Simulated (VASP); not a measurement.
Crystal: Be2H3.

```xyz
5
Lattice="1.7842 1.0301 3.2599 -1.7842 1.0301 3.2599 0.0000 -2.0602 3.2599" Properties=species:S:1:pos:R:3 pbc="T T T"
Be    0.0000    0.0000    5.5996
Be    0.0000    0.0000    3.7949
H    -0.5629    0.3250    1.2702
H     0.0000   -0.6499    1.2702
H     0.5629    0.3250    1.2702
```

The cell was generated, and may not be a known phase.

- Program: VASP 6.6.1
- Task: relaxation of cell and atoms
- Functional: PBE
- Potentials or basis: VASP PAW PBE potentials, release 64 (Be, H_h)
- Cutoff: 1230 eV
- k mesh: 6 × 6 × 6
- Occupations: gaussian, width 0.1 eV
- Spin: no spin polarisation

At the start: pressure -1.8 GPa; volume 7.19 Å³/atom.

**Question.** How do energy, volume and symmetry change on relaxing?

**Answer.** Over 40 steps the energy falls by 290.0 meV/atom and the volume is 5.73 Å³/atom (-20.3 %); space group R3m (No. 160, to 0.1 Å) before, R-3m (No. 166, to 0.1 Å).

The path:
| step | energy change (eV) | largest force (eV/Å) | pressure (GPa) | volume (Å³) |
| --- | --- | --- | --- | --- |
| 1 | 0.0000 | 2.9025 | -1.79 | 35.95 |
| 2 | -0.5978 | 0.7172 | -8.23 | 35.48 |
| 3 | -0.6235 | 1.0446 | -8.99 | 35.29 |
| 4 | -0.8479 | 1.1709 | -6.97 | 33.07 |
| 5 | -1.1640 | 1.2339 | 8.33 | 26.90 |
| 6 | -1.2832 | 0.3109 | 9.76 | 26.68 |
| 7 | -1.2853 | 0.1410 | 9.46 | 26.71 |
| 8 | -1.3503 | 0.1046 | 2.81 | 28.34 |
| 9 | -1.3581 | 0.1221 | -0.29 | 29.27 |
| 10 | -1.3581 | 0.1160 | -0.06 | 29.19 |
| 11 | -1.3607 | 0.0560 | -0.08 | 29.25 |
| 12 | -1.3617 | 0.1102 | -0.08 | 29.31 |
| 13 | -1.3631 | 0.0739 | -0.15 | 29.33 |
| 14 | -1.3632 | 0.0949 | -0.18 | 29.33 |
| 15 | -1.3649 | 0.0943 | -0.16 | 29.29 |
| 16 | -1.3717 | 0.1192 | -0.06 | 29.17 |
| 17 | -1.3883 | 0.3044 | 0.36 | 28.91 |
| 18 | -1.3932 | 0.7595 | 2.32 | 28.38 |
| 19 | -1.3993 | 0.5109 | 1.10 | 28.66 |
| 20 | -1.3998 | 0.5825 | 1.44 | 28.57 |
| 21 | -1.4000 | 0.5836 | 1.45 | 28.57 |
| 22 | -1.4003 | 0.5866 | 1.48 | 28.56 |
| 23 | -1.4008 | 0.5927 | 1.54 | 28.54 |
| 24 | -1.4014 | 0.6104 | 1.68 | 28.50 |
| 25 | -1.4022 | 0.5979 | 1.64 | 28.50 |
| 26 | -1.4047 | 0.5627 | 1.53 | 28.52 |
| 27 | -1.4093 | 0.5028 | 1.32 | 28.54 |
| 28 | -1.4174 | 0.4115 | 0.89 | 28.59 |
| 29 | -1.4309 | 0.2526 | 0.08 | 28.69 |
| 30 | -1.4383 | 0.3163 | -1.18 | 28.88 |
| 31 | -1.4397 | 0.2187 | -0.87 | 28.83 |
| 32 | -1.4397 | 0.2002 | -0.82 | 28.82 |
| 33 | -1.4414 | 0.2010 | -0.75 | 28.79 |
| 34 | -1.4452 | 0.1880 | -0.53 | 28.71 |
| 35 | -1.4473 | 0.1362 | -0.05 | 28.56 |
| 36 | -1.4474 | 0.1482 | -0.16 | 28.59 |
| 37 | -1.4488 | 0.0678 | 0.02 | 28.57 |
| 38 | -1.4491 | 0.0666 | 0.22 | 28.54 |
| 39 | -1.4496 | 0.0566 | 0.12 | 28.57 |
| 40 | -1.4500 | 0.0391 | -0.12 | 28.64 |

Final structure:
```cif
data_structure
_symmetry_space_group_name_H-M 'P 1'
_symmetry_Int_Tables_number 1
_cell_length_a 4.0794
_cell_length_b 4.0794
_cell_length_c 4.0794
_cell_angle_alpha 43.014
_cell_angle_beta 43.014
_cell_angle_gamma 43.014
_cell_volume 28.64
loop_
_atom_site_label
_atom_site_type_symbol
_atom_site_fract_x
_atom_site_fract_y
_atom_site_fract_z
_atom_site_occupancy
Be1 Be 0.56567 0.56567 0.56567 1
Be2 Be 0.37592 0.37592 0.37592 1
H1 H 0.96991 0.46882 0.96991 1
H2 H 0.96991 0.96991 0.46882 1
H3 H 0.46882 0.96991 0.96991 1
```

Caveat: the volume moved by over 15 % at a fixed basis, so the end points are rough; an odd number of electrons without spin polarisation forces a metal; a magnetic or distorted state may lie lower.
